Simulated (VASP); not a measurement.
SnO2, 48 atoms in the cell. Symmetry: Pa-3, No. 205, cubic system. Conventional cell: a = 5.175 Å, b = 5.175 Å, c = 5.175 Å, α = 90.00°, β = 90.00°, γ = 90.00°. Within 2.8 Å of Sn (site symmetry -3) lie 6 O at 2.11 Å. Within 2.8 Å of O (site symmetry 3) lie 3 Sn at 2.11 Å and 6 O at 2.75 Å. 

```yaml
Program: VASP 6.6.1
Task: single point
Functional: PBE
Potentials_or_basis: VASP PAW PBE potentials, release 64 (Sn_d, O)
Cutoff: 520 eV
k_mesh: 2 × 2 × 2
Occupations: gaussian, width 0.05 eV
Spin: no spin polarisation
Dipole_correction: no
Further_INCAR_settings: LREAL = Auto; ALGO = Normal; EDIFF = 1e-06; NBANDS = 238
```

Potentials or basis: VASP PAW PBE potentials, release 64 (Sn_d, O).

Run with:

```console
$ cat potpaw_PBE.64/Sn_d/POTCAR potpaw_PBE.64/O/POTCAR > POTCAR
$ mpirun -np 1 vasp_std > vasp.out
```

Hardware: 1 thread of Intel(R) Xeon(R) Platinum 8375C CPU @ 2.90GHz (Ice Lake), on a shared host.

**Question.** Estimate the wall time of this run.

**Answer.** Run time: 13 min on 1 thread of Intel(R) Xeon(R) Platinum 8375C CPU @ 2.90GHz (Ice Lake), on a shared host, peak memory 0.81 GiB. Counts: scf iterations 16, k points 3.
